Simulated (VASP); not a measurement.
# Zr (P2_1/m) in VASP: single point with PBE

Aim: the single point of Zr with PBE.

Program: VASP 6.6.1. These are calculated values, not measurements. Logs are shortened: lines on timing, memory, paths and dates and some standing lists are left out, and cuts for length are marked.

## 1. The cell of the first run

The structure is monoclinic, space group P2_1/m (No. 11). Conventional cell: a = 3.232 Å, b = 5.147 Å, c = 3.232 Å, α = 90.00°, β = 120.00°, γ = 90.00°. Zr (site symmetry m) has 12 Zr at 2.79 to 3.61 Å within 3.7 Å.

## 2. Single point, PBE (atom 1 (Zr) moved by (-0.600, -0.600) A along x and y)

INCAR

```
PREC = Accurate
ENCUT = 520
EDIFF = 1E-6
ISMEAR = 0
SIGMA = 0.15
LREAL = F
LASPH = T
NELM = 100
ALGO = Fast
ISIF = 2
LWAVE = F
LCHARG = T
GGA = PE
LELF = T
LVHAR = T
NBANDS = 19
```

KPOINTS

```
regular mesh
0
Gamma
  18 18 10
```

POSCAR

```
Zr
1.0
    3.2319982225      0.0000000000      0.0000000000
   -1.6159991112      2.7989925657      0.0000000000
    0.0000000000      0.0000000000      5.1470000000
Zr
2
Direct
    0.0405082461      0.4523038251      0.2500000000
    0.6666666667      0.3333333333      0.7500000000
```

Potentials or basis: VASP PAW PBE potentials, release 64 (Zr_sv).

The run is started by

```bash
cat potpaw_PBE.64/Zr_sv/POTCAR > POTCAR
mpirun -np 1 vasp_std > vasp.out
```

OUTCAR:

```text
PREC = Accurate
   ENCUT = 520
   EDIFF = 1E-6
   ISMEAR = 0
   LREAL = F
   LASPH = T
   NELM = 100
   ISIF = 2
   GGA = PE

 ion  position               nearest neighbor table
   1  0.041  0.452  0.250-   2 2.79   2 2.79   2 3.41   2 3.41   2 3.61   2 3.61
   2  0.667  0.333  0.750-   1 2.79   1 2.79   1 3.41   1 3.41   1 3.61   1 3.61

  LATTYP: Found a hexagonal cell.
 ALAT       =     3.2319982225
 C/A-ratio  =     1.5925132521

  Lattice vectors:

 A1 = (   3.2319982225,   0.0000000000,   0.0000000000)
 A2 = (  -1.6159991112,   2.7989925657,   0.0000000000)
 A3 = (   0.0000000000,   0.0000000000,   5.1470000000)

Analysis of symmetry for initial positions (statically):
=====================================================================
 Subroutine PRICEL returns:
 Original cell was already a primitive cell.

 Routine SETGRP: Setting up the symmetry group for a
 hexagonal supercell.

 Subroutine GETGRP returns: Found  4 space group operations
 (whereof  1 operations were pure point group operations)
 out of a pool of 24 trial point group operations.

The static configuration has the point symmetry C_1 .
 The point group associated with its full space group is C_2h.

Analysis of symmetry for dynamics (positions and initial velocities):
=====================================================================
 Subroutine PRICEL returns:
 Original cell was already a primitive cell.

 Routine SETGRP: Setting up the symmetry group for a
 hexagonal supercell.

 Subroutine GETGRP returns: Found  4 space group operations
 (whereof  1 operations were pure point group operations)
 out of a pool of 24 trial point group operations.

The dynamic configuration has the point symmetry C_1 .
 The point group associated with its full space group is C_2h.

 Subroutine INISYM returns: Found  4 space group operations
 (whereof  1 operations are pure point group operations),
 and found     1 'primitive' translations

----------------------------------------------------------------------------------------

                                     Primitive cell

  volume of cell :      46.5615

  direct lattice vectors                    reciprocal lattice vectors
     3.231998223  0.000000000  0.000000000     0.309406111  0.178635701  0.000000000
    -1.615999111  2.798992566  0.000000000     0.000000000  0.357271403  0.000000000
     0.000000000  0.000000000  5.147000000     0.000000000  0.000000000  0.194287935

  length of vectors
     3.231998223  3.231998222  5.147000000     0.357271403  0.357271403  0.194287935

  position of ions in fractional coordinates (direct lattice)
     0.040508246  0.452303825  0.250000000
     0.666666667  0.333333333  0.750000000

  ion indices of the primitive-cell ions
   primitive index   ion index
                 1           1
                 2           2

----------------------------------------------------------------------------------------

 KPOINTS: regular mesh

Automatic generation of k-mesh.
 Grid dimensions read from file:
 generate k-points for:   18   18   10

 Generating k-lattice:

  Cartesian coordinates                     Fractional coordinates (reciprocal lattice)
     0.017189228  0.009924206  0.000000000     0.055555556  0.000000000  0.000000000
     0.000000000  0.019848411  0.000000000     0.000000000  0.055555556  0.000000000
     0.000000000  0.000000000  0.019428793     0.000000000  0.000000000  0.100000000

  Length of vectors
     0.019848411  0.019848411  0.019428793

  Shift w.r.t. Gamma in fractional coordinates (k-lattice)
     0.000000000  0.000000000  0.000000000

 Subroutine IBZKPT returns following result:
 ===========================================

 Found    984 irreducible k-points:

 Following reciprocal coordinates:
            Coordinates               Weight
  0.000000  0.000000  0.000000      1.000000
  0.055556 -0.000000  0.000000      2.000000
  0.000000  0.055556  0.000000      2.000000
 -0.055556  0.055556  0.000000      2.000000
  0.111111 -0.000000  0.000000      2.000000
  0.000000  0.111111  0.000000      2.000000
[... 16 lines left out ...]
  0.444444  0.000000  0.000000      2.000000
  0.000000  0.444444  0.000000      2.000000
 [... further k-points ...]
   k-points           NKPTS =    984   k-points in BZ     NKDIM =    984   number of bands    NBANDS=     19
   number of dos      NEDOS =    301   number of ions     NIONS =      2
   total plane-waves  NPLWV =  23040
   dimension x,y,z NGX =    24 NGY =   24 NGZ =   40
   dimension x,y,z NGXF=    48 NGYF=   48 NGZF=   80
   ions per type =               2
   NGX,Y,Z   is equivalent  to a cutoff of  12.35, 12.35, 12.92 a.u.
   NGXF,Y,Z  is equivalent  to a cutoff of  24.69, 24.69, 25.84 a.u.
 SYSTEM =  unknown system
   PREC   = accura    normal or accurate (medium, high low for compatibility)
   ISTART =      0    job   : 0-new  1-cont  2-samecut
   ICHARG =      2    charge: 1-file 2-atom 10-const
   ISPIN  =      1    spin polarized calculation?
   LNONCOLLINEAR =      F non collinear calculations
   LSORBIT =      F    spin-orbit coupling
   LASPH  =      T    aspherical Exc in radial PAW
   ENCUT  =  520.0 eV  38.22 Ry    6.18 a.u.   6.01  6.01  9.57*2*pi/ulx,y,z
   NELM   =    100;   NELMIN=  2; NELMDL= -5     # of ELM steps
   EDIFF  = 0.1E-05   stopping-criterion for ELM
   LREAL  =      F    real-space projection
   EDIFFG = 0.1E-04   stopping-criterion for IOM
   NSW    =      0    number of steps for IOM
   IBRION =     -1    ionic relax: 0-MD 1-quasi-New 2-CG
   NFREE  =      0    steps in history (QN), initial steepest desc. (CG)
   ISIF   =      2    stress and relaxation
   ISYM   =      2    0-nonsym 1-usesym 2-fastsym
   POTIM  = 0.5000    time-step for ionic-motion
   TEBEG  =    0.0;   TEEND  =   0.0 temperature during run
   PSTRESS=    0.0 pullay stress
   NELECT =      24.0000    total number of electrons
   NUPDOWN=      -1.0000    fix difference up-down
   EMIN   =  10.00;   EMAX   =-10.00  energy-range for DOS
   EFERMI =   0.00;   METHOD = LEGACY
   ISMEAR =     0;   SIGMA  =   0.15  broadening in eV -4-tet -1-fermi 0-gaus
   EFERMI_NEDOS =   21; number of points for ismear=-14 and -15
   IALGO  =     68    algorithm
   IMIX   =      4    mixing-type and parameters
     AMIX     =   0.40;   BMIX     =  1.00
     AMIX_MAG =   1.60;   BMIX_MAG =  1.00
  volume/ion in A,a.u.               =      23.28       157.11
  Fermi-wavevector in a.u.,A,eV,Ry     =   1.312612  2.480476 23.442147  1.722949
  Thomas-Fermi vector in A             =   2.442992
   LORBIT       =      0    0 simple, 1 ext, 2 COOP (PROOUT), +10 PAW based schemes
   GGA     = PE    functional components
   LHFCALC =     F    Hartree Fock is set to
   AEXX    =    0.0000 exact exchange contribution
   IVDW    =     0    specifies the selected vdW correction
   LEPSILON=     F    determine dielectric tensor
   LRPA    =     F    only Hartree local field effects (RPA)
 non-spin polarized calculation
 RMM-DIIS sequential band-by-band and
 Gauss-broadening in eV      SIGMA  =   0.15
  energy-cutoff  :      520.00
  volume of cell :       46.56
 maximum number of plane-waves:      1284
   NGX = 13   NGY = 13   NGZ = 19

 number of electron      24.0000000 magnetization

 Free energy of the ion-electron system (eV)
  ---------------------------------------------------
  ext. energy  EPLUGINS =         0.00000000
  ---------------------------------------------------
  free energy    TOTEN  =       -16.71340563 eV

  energy without entropy =      -16.68544471  energy(sigma->0) =      -16.69942517

 E-fermi :   8.6804     XC(G=0): -11.0579

 val. band max:        8.6803553951   @ k =   0.1667   0.3889  -0.4000
 cond. band min:       8.6805352096   @ k =   0.1667  -0.0000   0.3000
 fundamental gap:      0.0001798145
 Fermi energy:         8.6803831184

 k-point     1 :       0.0000    0.0000    0.0000
  band No.  band energies     occupation
      1     -39.9285      2.00000
      2     -39.6744      2.00000
      3     -18.7323      2.00000
      4     -17.5471      2.00000
      5     -17.5448      2.00000
      6     -17.4075      2.00000
[... 11 lines left out ...]
     18      11.2459      0.00000
     19      13.1684      0.00000

 k-point     2 :       0.0556   -0.0000    0.0000
  band No.  band energies     occupation
      1     -39.9251      2.00000
      2     -39.6727      2.00000
      3     -18.7242      2.00000
      4     -17.5664      2.00000
      5     -17.5510      2.00000
      6     -17.4127      2.00000
[... 11 lines left out ...]
     18      11.2831      0.00000
     19      13.3537      0.00000

 k-point     3 :       0.0000    0.0556    0.0000
  band No.  band energies     occupation
      1     -39.9256      2.00000
      2     -39.6722      2.00000
      3     -18.7268      2.00000
      4     -17.5687      2.00000
      5     -17.5506      2.00000
      6     -17.4266      2.00000
[... 11 lines left out ...]
     18      11.7055      0.00000
     19      12.9762      0.00000

 k-point     4 :      -0.0556    0.0556    0.0000
  band No.  band energies     occupation
      1     -39.9253      2.00000
      2     -39.6725      2.00000
      3     -18.7253      2.00000
      4     -17.5713      2.00000
      5     -17.5503      2.00000
      6     -17.4199      2.00000
[... 11 lines left out ...]
     18      11.4921      0.00000
     19      12.9801      0.00000

 k-point     5 :       0.1111   -0.0000    0.0000
  band No.  band energies     occupation
      1     -39.9156      2.00000
      2     -39.6678      2.00000
      3     -18.7007      2.00000
      4     -17.6198      2.00000
      5     -17.5728      2.00000
      6     -17.4758      2.00000
[... 11 lines left out ...]
     18      11.1668      0.00000
     19      13.4375      0.00000
[... 334 lines left out ...]
      2     -39.6111      2.00000
      3     -18.5694      2.00000
      4     -18.2063      2.00000
      5     -17.9236      2.00000
      6     -17.6868      2.00000
[... 11 lines left out ...]
     18      13.2038      0.00000
     19      13.5637      0.00000

 k-point    22 :      -0.3889    0.3889    0.0000
  band No.  band energies     occupation
      1     -39.8345      2.00000
      2     -39.6205      2.00000
      3     -18.5138      2.00000
      4     -18.1825      2.00000
      5     -17.9971      2.00000
      6     -17.5975      2.00000
[... 11 lines left out ...]
     18      13.4153      0.00000
     19      13.4991      0.00000

 k-point    23 :       0.4444    0.0000    0.0000
  band No.  band energies     occupation
      1     -39.8171      2.00000
      2     -39.6233      2.00000
      3     -18.4416      2.00000
      4     -18.1426      2.00000
      5     -18.1018      2.00000
      6     -17.7454      2.00000
[... 11 lines left out ...]
     18      13.8181      0.00000
     19      14.1119      0.00000

 k-point    24 :       0.0000    0.4444    0.0000
  band No.  band energies     occupation
      1     -39.8360      2.00000
      2     -39.6048      2.00000
      3     -18.5529      2.00000
      4     -18.2684      2.00000
      5     -17.9723      2.00000
      6     -17.7009      2.00000
[... 11 lines left out ...]
     18      13.8599      0.00000
     19      14.0222      0.00000

 [... further k-points ...]

------------------------ aborting loop because EDIFF is reached ----------------------------------------

  FORCE on cell =-STRESS in cart. coord.  units (eV):
  Direction    XX          YY          ZZ          XY          YZ          ZX
  --------------------------------------------------------------------------------------
  -------------------------------------------------------------------------------------
  Total       -0.3315838     -1.2254887      0.6796261      0.7556620      0.0000000      0.0000000
  in kB      -11.4097704    -42.1689586     23.3858753     26.0022622      0.0000000      0.0000000
  external PRESSURE =     -10.0642845 kB  Pullay stress =       0.0000000 kB

 VOLUME and BASIS-vectors are now :
 -----------------------------------------------------------------------------
  energy-cutoff  :      520.00
  volume of cell :       46.56
      direct lattice vectors                 reciprocal lattice vectors
     3.231998223  0.000000000  0.000000000     0.309406111  0.178635701  0.000000000
    -1.615999111  2.798992566  0.000000000     0.000000000  0.357271403  0.000000000
     0.000000000  0.000000000  5.147000000     0.000000000  0.000000000  0.194287935

 POSITION                                       TOTAL-FORCE (eV/Angst)
 -----------------------------------------------------------------------------------
     -0.60000      1.26600      1.28675         0.898190      0.309270     -0.000000
      1.61600      0.93300      3.86025        -0.898190     -0.309270      0.000000
 -----------------------------------------------------------------------------------
    total drift:                               -0.000000      0.000000     -0.000000

  FREE ENERGIE OF THE ION-ELECTRON SYSTEM (eV)
  ---------------------------------------------------
  free  energy   TOTEN  =       -16.7134056311 eV

  energy  without entropy=      -16.6854447097  energy(sigma->0) =      -16.69942517
```

It took 6 min on 1 thread of Intel Xeon 6975P-C (Granite Rapids), shared host; peak memory 0.73 GiB.

Results:

```
Free energy            : -16.7134 eV
Pressure               : -1.0 GPa
Largest force          : 0.950 eV/Å
Band gap on the k mesh : zero (bands 12 and 13 overlap by 1.88 eV)
```

Forces on the atoms (eV/Å):
```
Zr   0.898  0.309  0.000
Zr  -0.898 -0.309  0.000
```

Stress tensor (GPa, compression positive):
```
-1.14  2.60  0.00
 2.60 -4.22  0.00
 0.00  0.00  2.34
```

Caveat: the cell differs from its parent crystal (atom 1 (Zr) moved by (-0.600, -0.600) A along x and y); the stress differs along the axes, from -4 to 2 GPa.
